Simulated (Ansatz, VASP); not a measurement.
**Al in VASP and in Ansatz**

The input INCAR:

```
SYSTEM = Al
PREC = Accurate ; ENCUT = 520
EDIFF = 1E-6 ; ISMEAR = 0
SIGMA = 0.15 ; LREAL = .FALSE.
LASPH = .TRUE. ; NELM = 60
ALGO = Fast ; ISIF = 2
LWAVE = .FALSE. ; LCHARG = .FALSE.
GGA = PE ; NBANDS = 14
```

The input KPOINTS:

```
Automatic mesh
0
G
  16 16 5
  0 0 0
```

The input POSCAR:

```
Al
1.0
   -1.6174623135      1.6174623135     -1.6174623135
   -1.6174623135     -1.6174623135      1.6174623135
   -1.4557160822      5.9846105601      6.9550879482
Al
4
Direct
   -0.2625000000     -0.5250000000      0.8750000000
    0.4625000000      0.4250000000      0.1250000000
   -0.1125000000     -0.2250000000      0.3750000000
    0.3125000000      0.1250000000      0.6250000000
```

Input for Ansatz:

```yaml
crystal:
  lattice:
    - [-1.6174623135, 1.6174623135, -1.6174623135]
    - [-1.6174623135, -1.6174623135, 1.6174623135]
    - [-1.4557160822, 5.9846105601, 6.9550879482]
  atoms:
    - { symbol: Al, position: [-0.2625, -0.525, 0.875] }
    - { symbol: Al, position: [0.4625, 0.425, 0.125] }
    - { symbol: Al, position: [-0.1125, -0.225, 0.375] }
    - { symbol: Al, position: [0.3125, 0.125, 0.625] }
basis:
  ecutwfc: 420
kpoints:
  mp_grid: { grid: [16, 16, 5] }
hamiltonian:
  xc: pbe
  pseudopotentials: { kind: paw, azcp: { folder: soft_1 } }
scf:
  occupations: { method: gaussian, width: 0.15 }
output:
  forces: true
  stress: true
  eigenvalues: true
```

Alike in both runs: task single point; functional PBE; k mesh 16 × 16 × 5; occupations gaussian, width 0.15 eV; no spin polarisation.

|  | VASP | Ansatz |
| --- | --- | --- |
| version | VASP 6.6.1 | Ansatz 0.2.0 |
| potentials or method | VASP PAW PBE potentials, release 64 (Al), cutoff 520 eV | scalar-relativistic, plane waves, PAW |
| valence electrons in the cell | 12 | 12 |

```csv
,VASP,Ansatz,Ansatz less VASP
gap on the k mesh at the Fermi level (eV),none,none,-
pressure (GPa),2.6,2.6,-0.01
"traceless stress, the component that is largest in VASP (GPa)",5.07,5.07,+0.002
rms of the force components (eV/Å),0.653,0.653,-0.0006
```

Atom by atom the forces differ by 0.001 eV/Å (rms over components). A gap of «none» marks a metal or a gap that the smearing closes.
